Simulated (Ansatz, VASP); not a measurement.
One calculation of Ag, two programs

File POSCAR:

```
Ag
1.0
    2.8861989086      0.0000000000      0.0000000000
   -1.4430994543      2.4995215753      0.0000000000
    0.0000000000      0.0000000000     10.0000000000
Ag
4
Direct
    0.3333333333      0.6666666667      0.2500000000
    0.6666666667      0.3333333333      0.7500000000
    0.0000000000      0.0000000000      0.0000000000
    0.0000000000      0.0000000000      0.5000000000
```

The input INCAR.step1:

```
PREC = Accurate
ENCUT = 600
ISMEAR = -1
SIGMA = 0.1
LREAL = F
LASPH = T
NELM = 80
GGA = PE
ALGO = Normal
EDIFF = 1E-4
LWAVE = T
LCHARG = F
```

The input INCAR.step2:

```
PREC = Accurate
ENCUT = 600
EDIFF = 1E-6
ISMEAR = -1
SIGMA = 0.1
LREAL = F
LASPH = T
NELM = 80
ALGO = Normal
ISIF = 3
LWAVE = F
LCHARG = F
METAGGA = R2SCAN
LMIXTAU = T
IBRION = 2
NSW = 80
EDIFFG = -0.01
ISTART = 1
```

File KPOINTS:

```
Automatic mesh
0
Gamma
  13 13 3
```

Input for Ansatz:

```yaml
crystal:
  lattice:
    - [2.8861989086, 0.0, 0.0]
    - [-1.4430994543, 2.4995215753, 0.0]
    - [0.0, 0.0, 10.0]
  atoms:
    - { symbol: Ag, position: [0.3333333333, 0.6666666667, 0.25] }
    - { symbol: Ag, position: [0.6666666667, 0.3333333333, 0.75] }
    - { symbol: Ag, position: [0.0, 0.0, 0.0] }
    - { symbol: Ag, position: [0.0, 0.0, 0.5] }
hamiltonian:
  xc: r2scan
  pseudopotentials:
    kind: paw
    azcp:
      Ag: "pseudopotentials/Ag.paw.azcp"
basis:
  ecutwfc: 500
  fft_grid_basis: typed
kpoints:
  mp_grid: { grid: [13, 13, 3], shift: [0, 0, 0] }
magnetization:
  spin_polarized: false
scf:
  occupations: { method: fermi_dirac, width: 0.1 }
relax:
  max_steps: 60
  f_tol: 0.01
  cell: {}
output:
  write_density: true
  write_potential: true
  elf: true
  volumetric_format: npy
```

Alike in both runs: task relaxation of cell and atoms; functional r2SCAN; k mesh 13 × 13 × 3; occupations fermi-dirac, width 0.1 eV; no spin polarisation.

|  | VASP | Ansatz |
| --- | --- | --- |
| version | VASP 6.6.1 | Ansatz 0.2.0 |
| potentials or method | VASP PAW PBE potentials, release 64 (Ag), cutoff 600 eV | plane waves (500 eV) with PAW, scalar-relativistic |
| valence electrons in the cell | 44 | 76 |

Ansatz gave:

```
relaxed volume (Å³/atom)                                        : 17.29
relaxed length of the cell vector where the two differ most in proportion (Å) : 9.558
```

**Question.** What did VASP give for the same quantities?

**Answer.** Relaxed volume (Å³/atom): 17.31; relaxed length of the cell vector where the two differ most in proportion (Å): 9.563.

VASP's potentials were made for PBE, not for r2SCAN. VASP's potentials hold 44 valence electrons a cell and Ansatz's 76, so a difference there can come from the potentials and not from the codes.
